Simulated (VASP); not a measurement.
Write the native input for VASP 6.6.1 that does the following.

```yaml
Task: single point
Functional: LDA
Potentials_or_basis: VASP PAW LDA potentials, release 64 (Rb_sv)
Cutoff: 520 eV
k_mesh: 11 × 11 × 11
Occupations: fermi-dirac, width 0.05 eV
Spin: no spin polarisation
Dipole_correction: no
Further_INCAR_settings: ALGO = Normal; EDIFF = 1e-07; NBANDS = 10
```

The structure of Rb lies in POSCAR:

```
Rb
1.0
   -2.6859697436      2.6859697436      2.6859697436
    2.6859697436     -2.6859697436      2.6859697436
    2.6859697436      2.6859697436     -2.6859697436
Rb
1
Direct
    0.0000000000      0.0000000000      0.0000000000
```

These files were run (other wordings do the same):

INCAR

```
SYSTEM = Rb
ALGO     = Normal         ! electronic algorithm
EDIFF    = 1E-7           ! SCF threshold, eV
ENCUT    = 520            ! plane-wave cutoff, eV
ISIF     = 2              ! what is computed and relaxed
ISMEAR   = -1             ! smearing method
LASPH    = .TRUE.         ! aspherical terms in the spheres
LCHARG   = .TRUE.         ! write CHGCAR
LELF     = .TRUE.         ! ELF
LREAL    = .FALSE.        ! projectors in reciprocal space
LVHAR    = .TRUE.       
LWAVE    = .FALSE.        ! write WAVECAR
NBANDS   = 10             ! bands
NELM     = 60             ! most SCF steps
PREC     = Accurate       ! precision mode
SIGMA    = 0.05           ! smearing width, eV
```

KPOINTS

```
k-points
0
G
  11 11 11
  0 0 0
```

Potentials or basis: VASP PAW LDA potentials, release 64 (Rb_sv).

Run with:

```console
$ cat potpaw_LDA.64/Rb_sv/POTCAR > POTCAR
$ mpirun -np 1 vasp_std > vasp.out
```

It gave:

The pressure is 0.0 GPa.

It took 16 s on 1 thread of Intel(R) Xeon(R) Platinum 8488C (Sapphire Rapids) (shared host), peak memory 0.18 GiB.
